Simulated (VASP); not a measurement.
SiC:

```
Si C
1.0
     3.07600    0.00000    0.00000
    -1.53800    2.66389    0.00000
     0.00000    0.00000    5.04800
Si C
2 2
Direct
  0.66667 0.33333 0.50000
  0.33333 0.66667 0.00000
  0.66667 0.33333 0.88500
  0.33333 0.66667 0.38500
```

Base run:

| Quantity | Value |
| --- | --- |
| Program | VASP 6.6.1 |
| Functional | BLYP |
| Potentials or basis | VASP PAW PBE potentials, release 64 (Si, C) |
| Cutoff | 520 eV |
| k mesh | 6 × 6 × 3 |
| Occupations | fermi-dirac, width 0.05 eV |
| Spin | no spin polarisation |

Its results: band gap on the k mesh 2.67 eV (least direct gap 4.34 eV); pressure 8.8 GPa; largest force 0.760 eV/Å.

Task: After a change of settings the same cell gave: band gap on the k mesh 2.66 eV (least direct gap 4.51 eV); pressure 1.6 GPa; largest force 0.758 eV/Å. Which change was it?
A. functional from BLYP to PBE-based screened hybrid with 10 % exact exchange
B. functional from BLYP to PBE-based screened hybrid with 25 % exact exchange; k mesh from 6 × 6 × 3 to 5 × 5 × 3
C. functional from BLYP to PBE-based screened hybrid with 15 % exact exchange; further incar settings from ALGO = Normal; EDIFF = 1e-06; NBANDS = 16 to ALGO = Normal; EDIFF = 1e-07; NBANDS = 16
D. functional from BLYP to r2SCAN0; k mesh from 6 × 6 × 3 to 5 × 5 × 3

Result: A.

Caveats: the PAW data sets were made with another functional, which shifts forces and pressure a little; an odd mesh through Γ misses points on the zone boundary, where band edges can lie; the cell stands under pressure (at least some runs).
